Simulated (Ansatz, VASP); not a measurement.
**Cd3In3O2: VASP beside Ansatz**

```
Cd In O
1.0
     3.96707    0.00000    0.00000
     0.00000    3.96707    0.00000
     0.00000    0.00000   11.41625
Cd In O
3 3 2
Direct
  0.50000 0.00000 0.26237
  0.50000 0.50000 0.50000
  0.00000 0.50000 0.73763
  0.50000 0.00000 0.90883
  0.00000 0.50000 0.09117
  0.00000 0.00000 0.50000
  0.00000 0.00000 0.00000
  0.50000 0.50000 0.00000
```

Alike in both runs: functional PBE; k mesh 4 × 4 × 2; occupations gaussian, width 0.2 eV; no spin polarisation.

Ansatz relaxed the structure, and its values are those at the end. VASP's run is a single point on that final structure, the one shown.

```csv
,VASP,Ansatz
version,VASP 6.6.1,Ansatz 0.2.0
potentials or method,"VASP PAW PBE potentials, release 64 (Cd, In_d, O), cutoff 520 eV","scalar-relativistic, plane waves, PAW"
valence electrons in the cell,87,111
```

```tsv
	VASP	Ansatz	Ansatz less VASP
gap on the k mesh at the Fermi level (eV)	none	none	-
pressure (GPa)	0.3	0.2	-0.10
rms of the force components (eV/Å)	0.021	0.010	-0.0102
```

A gap of «none» marks a metal or a gap that the smearing closes. With one functional, cell and mesh, what is left measures potentials, basis and numerics. VASP's potentials hold 87 valence electrons a cell and Ansatz's 111, so a difference there can come from the potentials and not from the codes.

The k mesh is coarse, so the values compare programs but aren't converged.
